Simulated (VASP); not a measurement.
# WC (P-6m2) in VASP: further runs, part 2 of 2

VASP 6.6.1.

### 4 Single point, PBEsol+D3(BJ), non-collinear spin, zero start, spin-orbit coupling

INCAR reads:

```
ALGO = Normal ; EDIFF = 1E-6
ENCUT = 600 ; GGA = PS
GGA_COMPAT = False ; ISIF = 2
ISMEAR = 1 ; IVDW = 12
LASPH = True ; LCHARG = True
LMAXMIX = 4 ; LORBIT = 11
LORBMOM = True ; LREAL = False
LSORBIT = True ; LVHAR = True
LWAVE = False ; MAGMOM = 0 0 0 0 0 0
NBANDS = 30 ; NELM = 200
PREC = Accurate ; SIGMA = 0.1
```

KPOINTS reads:

```
k-points
0
Gamma
  10 10 9
```

POSCAR reads:

```
WC
1.0
    2.9065000000      0.0000000000      0.0000000000
   -1.4532500000      2.5171028361      0.0000000000
    0.0000000000      0.0000000000      2.8366000000
W C
1 1
Direct
    0.0000000000      0.0000000000      0.0000000000
    0.6666666667      0.3333333333      0.5000000000
```

Potentials or basis: VASP PAW PBE potentials, release 64 (W_sv, C).

Started as:

```console
$ cat potpaw_PBE.64/W_sv/POTCAR potpaw_PBE.64/C/POTCAR > POTCAR
$ mpirun -np 1 vasp_ncl > vasp.out
```

OUTCAR:

```text
EDIFF = 1E-6
   ENCUT = 600
   GGA = PS
   ISIF = 2
   ISMEAR = 1
   IVDW = 12
   LASPH = True
   LORBIT = 11
   LREAL = False
   LSORBIT = True
   NELM = 200
   PREC = Accurate
 IVDW          = 12

 ion  position               nearest neighbor table
   1  0.000  0.000  0.000-   2 2.20   2 2.20   2 2.20   2 2.20   2 2.20   2 2.20
   2  0.667  0.333  0.500-   1 2.20   1 2.20   1 2.20   1 2.20   1 2.20   1 2.20

  LATTYP: Found a hexagonal cell.
 ALAT       =     2.9065000000
 C/A-ratio  =     0.9759504559

  Lattice vectors:

 A1 = (   2.9065000000,   0.0000000000,   0.0000000000)
 A2 = (  -1.4532500000,   2.5171028361,   0.0000000000)
 A3 = (   0.0000000000,   0.0000000000,   2.8366000000)

Analysis of symmetry for initial positions (statically):
=====================================================================
 Subroutine PRICEL returns:
 Original cell was already a primitive cell.

 Routine SETGRP: Setting up the symmetry group for a
 hexagonal supercell.

 Subroutine GETGRP returns: Found 12 space group operations
 (whereof 12 operations were pure point group operations)
 out of a pool of 24 trial point group operations.

The static configuration has the point symmetry D_3h.

Analysis of symmetry for dynamics (positions and initial velocities):
=====================================================================
 Subroutine PRICEL returns:
 Original cell was already a primitive cell.

 Routine SETGRP: Setting up the symmetry group for a
 hexagonal supercell.

 Subroutine GETGRP returns: Found 12 space group operations
 (whereof 12 operations were pure point group operations)
 out of a pool of 24 trial point group operations.

The dynamic configuration has the point symmetry D_3h.

Analysis of structural, dynamic, and magnetic symmetry:
=====================================================================
 Subroutine PRICEL returns:
 Original cell was already a primitive cell.

 Routine SETGRP: Setting up the symmetry group for a
 hexagonal supercell.

 Subroutine GETGRP returns: Found 12 space group operations
 (whereof 12 operations were pure point group operations)
 out of a pool of 24 trial point group operations.

The overall configuration has the point symmetry D_3h.

 Subroutine INISYM returns: Found 12 space group operations
 (whereof 12 operations are pure point group operations),
 and found     1 'primitive' translations

----------------------------------------------------------------------------------------

                                     Primitive cell

  volume of cell :      20.7525

  direct lattice vectors                    reciprocal lattice vectors
     2.906500000  0.000000000  0.000000000     0.344056425  0.198641070  0.000000000
    -1.453250000  2.517102836  0.000000000     0.000000000  0.397282139  0.000000000
     0.000000000  0.000000000  2.836600000     0.000000000  0.000000000  0.352534725

  length of vectors
     2.906500000  2.906500000  2.836600000     0.397282139  0.397282139  0.352534725

  position of ions in fractional coordinates (direct lattice)
[... 938 lines left out ...]
  Direction    XX          YY          ZZ          XY          YZ          ZX
  --------------------------------------------------------------------------------------
  -------------------------------------------------------------------------------------
  Total      -1.06749    -1.06749    -1.23139    -0.00000     0.00000     0.00000
  in kB     -82.41470   -82.41470   -95.06828    -0.00000     0.00000     0.00000
  external pressure =      -86.63 kB  Pullay stress =        0.00 kB

 VOLUME and BASIS-vectors are now :
 -----------------------------------------------------------------------------
  energy-cutoff  :      600.00
  volume of cell :       20.75
      direct lattice vectors                 reciprocal lattice vectors
     2.906500000  0.000000000  0.000000000     0.344056425  0.198641070  0.000000000
    -1.453250000  2.517102836  0.000000000     0.000000000  0.397282139  0.000000000
     0.000000000  0.000000000  2.836600000     0.000000000  0.000000000  0.352534725

 POSITION                                       TOTAL-FORCE (eV/Angst)
 -----------------------------------------------------------------------------------
      0.00000      0.00000      0.00000        -0.000000      0.000000      0.000000
      1.45325      0.83903      1.41830         0.000000      0.000000      0.000000
 -----------------------------------------------------------------------------------
    total drift:                                0.000000     -0.000000     -0.000000

  FREE ENERGIE OF THE ION-ELECTRON SYSTEM (eV)
  ---------------------------------------------------
  free  energy   TOTEN  =       -25.5556339159 eV

  energy  without entropy=      -25.5559019587  energy(sigma->0) =      -25.55572326

 orbital moment (x)

 # of ion     p       d       tot
 ----------------------------------------
  1        -0.000   0.000   0.000
  2         0.000   0.000   0.000
 ----------------------------------------
           -0.000   0.000   0.000

 orbital moment (y)

 # of ion     p       d       tot
 ----------------------------------------
  1         0.000  -0.000  -0.000
  2         0.000   0.000   0.000
 ----------------------------------------
            0.000  -0.000  -0.000

 orbital moment (z)

 # of ion     p       d       tot
 ----------------------------------------
  1         0.000   0.000   0.000
  2         0.000   0.000   0.000
 ----------------------------------------
            0.000   0.000   0.000

 Spin-Orbit-Coupling matrix elements

 Ion:    1  E_soc:     -1.4885459
 l=   1
     0.0000000    -0.2184244    -0.2227586
    -0.2184244     0.0000000    -0.2184244
    -0.2227586    -0.2184244     0.0000000
 l=   2
     0.0000000    -0.0055559     0.0000000    -0.0055559    -0.0259314
    -0.0055559     0.0000000    -0.0158058    -0.0048988    -0.0055559
     0.0000000    -0.0158058     0.0000000    -0.0158058     0.0000000
    -0.0055559    -0.0048988    -0.0158058     0.0000000    -0.0055559
    -0.0259314    -0.0055559     0.0000000    -0.0055559     0.0000000
 l=   3
     0.0000000     0.0000000     0.0000000     0.0000000     0.0000000     0.0000000     0.0000000
     0.0000000     0.0000000     0.0000000     0.0000000     0.0000000     0.0000000     0.0000000
     0.0000000     0.0000000     0.0000000     0.0000000     0.0000000     0.0000000     0.0000000
     0.0000000     0.0000000     0.0000000     0.0000000     0.0000000     0.0000000     0.0000000
     0.0000000     0.0000000     0.0000000     0.0000000     0.0000000     0.0000000     0.0000000
     0.0000000     0.0000000     0.0000000     0.0000000     0.0000000     0.0000000     0.0000000
     0.0000000     0.0000000     0.0000000     0.0000000     0.0000000     0.0000000     0.0000000

 Ion:    2  E_soc:     -0.0002845
 l=   1
     0.0000000    -0.0000488    -0.0000447
    -0.0000488     0.0000000    -0.0000488
    -0.0000447    -0.0000488     0.0000000
 l=   2
     0.0000000     0.0000000     0.0000000     0.0000000     0.0000000
     0.0000000     0.0000000     0.0000000     0.0000000     0.0000000
     0.0000000     0.0000000     0.0000000     0.0000000     0.0000000
     0.0000000     0.0000000     0.0000000     0.0000000     0.0000000
     0.0000000     0.0000000     0.0000000     0.0000000     0.0000000
 l=   3
     0.0000000     0.0000000     0.0000000     0.0000000     0.0000000     0.0000000     0.0000000
     0.0000000     0.0000000     0.0000000     0.0000000     0.0000000     0.0000000     0.0000000
     0.0000000     0.0000000     0.0000000     0.0000000     0.0000000     0.0000000     0.0000000
     0.0000000     0.0000000     0.0000000     0.0000000     0.0000000     0.0000000     0.0000000
     0.0000000     0.0000000     0.0000000     0.0000000     0.0000000     0.0000000     0.0000000
     0.0000000     0.0000000     0.0000000     0.0000000     0.0000000     0.0000000     0.0000000
     0.0000000     0.0000000     0.0000000     0.0000000     0.0000000     0.0000000     0.0000000

 total charge

# of ion       s       p       d       tot
------------------------------------------
    1        2.351   6.432   3.429  12.212
    2        0.847   1.560   0.000   2.407
--------------------------------------------------
tot          3.198   7.993   3.429  14.619

 magnetization (x)

# of ion       s       p       d       tot
------------------------------------------
    1        0.000   0.000  -0.000  -0.000
    2        0.000   0.000   0.000   0.000
--------------------------------------------------
tot          0.000   0.000  -0.000  -0.000

 magnetization (y)

# of ion       s       p       d       tot
------------------------------------------
    1        0.000   0.000  -0.000   0.000
    2        0.000   0.000   0.000   0.000
--------------------------------------------------
tot          0.000   0.000  -0.000   0.000

 magnetization (z)

# of ion       s       p       d       tot
------------------------------------------
    1       -0.000  -0.000   0.000  -0.000
    2       -0.000   0.000   0.000  -0.000
--------------------------------------------------
tot         -0.000  -0.000   0.000  -0.000
```

Wall time 58 s (1 thread of Intel Xeon 6975P-C (Granite Rapids), shared host); peak memory 0.28 GiB.

What came out:

- Free energy: -25.5556 eV
- Pressure: -8.7 GPa
- Net moment: 0.00 μB per cell
- Valence electrons inside the program's atomic spheres: W 12.21; C 2.41
- Dispersion energy per atom: -0.449 eV

Stress tensor (GPa, compression positive):
```
-8.24  0.00  0.00
 0.00 -8.24  0.00
 0.00  0.00 -9.51
```

Moments on the atoms (μB; x, y, z):
```
W   0.00 0.00 0.00
C   0.00 0.00 0.00
```

Caveat: the cell stands under tension; the PAW data sets were made with another functional, which shifts forces and pressure a little.

### 5 Summary

| level | spin | cell | k mesh | cutoff (eV) | smearing | grid for exact exchange (PRECFOCK) | share of exact exchange | pressure (GPa) | moment (μB) |
| --- | --- | --- | --- | --- | --- | --- | --- | --- | --- |
| PBEsol | non-collinear, zero start, SOC | a = 2.906, b = 2.907, c = 2.837 Å, angles 90.0, 90.0, 120.0°, 2 atoms | 8 × 8 × 7 | 520 | fermi-dirac 0.05 eV | - | - | -1.7 | 0.00 |
| PBE0 | off | a = 2.847, b = 2.847, c = 2.779 Å, angles 90.0, 90.0, 120.0°, 2 atoms | 6 × 6 × 6 | 520 | fermi-dirac 0.05 eV | Normal | 0.25 | 26.1 | - |
| PBEsol+D3(BJ) | non-collinear, zero start, SOC | a = 2.906, b = 2.907, c = 2.837 Å, angles 90.0, 90.0, 120.0°, 2 atoms | 10 × 10 × 9 | 600 | methfessel-paxton 0.1 eV | - | - | -8.7 | 0.00 |

Alike in all rows: task single point; potentials or basis VASP PAW PBE potentials, release 64 (W_sv, C).

Caveats: some runs use coarse meshes; the PAW data sets were made with another functional, which shifts forces and pressure a little; the cell stands under tension (at least some runs).

Absolute energies hang on the potentials; compare differences alone.
